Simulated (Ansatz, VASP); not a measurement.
# One calculation of La, two programs

File INCAR:

```
SYSTEM = La
PREC     = Accurate       ! precision mode
ENCUT    = 520            ! plane-wave cutoff, eV
EDIFF    = 1E-7           ! SCF threshold, eV
ISMEAR   = -1             ! smearing method
SIGMA    = 0.05           ! smearing width, eV
LREAL    = .False.        ! projectors in reciprocal space
LASPH    = .True.         ! aspherical terms in the spheres
NELM     = 60             ! most SCF steps
ALGO     = Normal         ! electronic algorithm
ISIF     = 2              ! what is computed and relaxed
LWAVE    = .False.        ! write WAVECAR
LCHARG   = .True.         ! write CHGCAR
GGA      = PE             ! functional
LELF     = .True.         ! ELF
LVHAR    = .True.       
NBANDS   = 18             ! bands
```

KPOINTS

```
Automatic mesh
0
Gamma
  9 9 9
  0 0 0
```

POSCAR

```
La
1.0
    0.0000000000      2.9357887266      2.9357887266
    2.9357887266      0.0000000000      2.9357887266
    2.9357887266      2.9357887266      0.0000000000
La
2
Direct
   -0.1250000000     -0.1250000000     -0.1250000000
    0.1250000000      0.1250000000      0.1250000000
```

Input for Ansatz:

```yaml
crystal:
  lattice:
    - [0.0, 2.9357887266, 2.9357887266]
    - [2.9357887266, 0.0, 2.9357887266]
    - [2.9357887266, 2.9357887266, 0.0]
  atoms:
    - { symbol: La, position: [-0.125, -0.125, -0.125] }
    - { symbol: La, position: [0.125, 0.125, 0.125] }
kpoints:
  mp_grid: { grid: [9, 9, 9] }
scf:
  occupations: { method: fermi_dirac, width: 0.05 }
hamiltonian:
  xc: pbe
  pseudopotentials: { kind: all_electron, lapw: { basis_error: 0.001 } }
output:
  forces: true
  stress: true
  eigenvalues: true
  populations: true
```

Change from the starting cell: volume scaled by 0.68, LAPW.

Alike in both runs: task single point; functional PBE; k mesh 9 × 9 × 9; occupations fermi-dirac, width 0.05 eV; no spin polarisation.

|  | VASP | Ansatz |
| --- | --- | --- |
| version | VASP 6.6.1 | Ansatz 0.2.0 |
| potentials or method | VASP PAW PBE potentials, release 64 (La), cutoff 520 eV | all-electron LAPW, scalar-relativistic |

VASP gave:

* pressure (GPa): 47.6

Which values does Ansatz return?

Pressure (GPa): 48.0.

Both programs put the cell under a high pressure, so it lies far from rest at this level. Ansatz ran all-electron here, and VASP with PAW potentials.

Spin-orbit coupling is off throughout.
